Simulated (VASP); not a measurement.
**BaS: single point with PBEsol**

Crystal: BaS.

```
Ba S
1.0
     0.00000    3.51941    3.51941
     3.51941    0.00000    3.51941
     3.51941    3.51941    0.00000
Ba S
1 1
Direct
  0.00000 0.00000 0.00000
  0.25000 0.25000 0.25000
```

- Program: VASP 6.6.1
- Task: single point
- Functional: PBEsol
- Potentials or basis: VASP PAW PBE potentials, release 64 (Ba_sv, S)
- Cutoff: 500 eV
- k mesh: 4 × 4 × 4
- Occupations: gaussian, width 0.01 eV
- Spin: no spin polarisation
- Dipole correction: no
- Further INCAR settings: ALGO = Normal; EDIFF = 1e-06; NBANDS = 15

```json
{
  "Pressure": "-0.8 GPa",
  "Band gap on the k mesh": "2.63 eV (least direct gap 3.32 eV)"
}
```

Levels at points of the mesh, in eV from the valence-band top:
| k point | band 4 | band 5 | band 6 | band 7 | band 8 | band 9 | band 10 | band 11 | band 12 | band 13 |
| --- | --- | --- | --- | --- | --- | --- | --- | --- | --- | --- |
| (0.00, 0.00, 0.00) | -11.24 | -9.89 | -0.69 | -0.69 | -0.69 | 2.63 | 5.00 | 5.00 | 6.93 | 6.93 |
| (0.50, 0.00, 0.00) | -11.28 | -9.25 | -0.62 | -0.43 | -0.43 | 4.37 | 5.19 | 5.19 | 5.30 | 6.35 |
| (0.50, 0.50, 0.00) | -11.34 | -9.06 | -1.11 | -0.01 | -0.01 | 3.36 | 4.48 | 6.26 | 6.26 | 6.30 |

It took 7.8 s on 1 thread of AMD EPYC 9R45 96-Core Processor (Zen 5), with other jobs on the host, peak memory 0.17 GiB.

Caveat: the PAW data sets were made with another functional, which shifts forces and pressure a little; spin-orbit coupling is left out, which moves the levels of the heavy elements. A k mesh can miss the band edges.
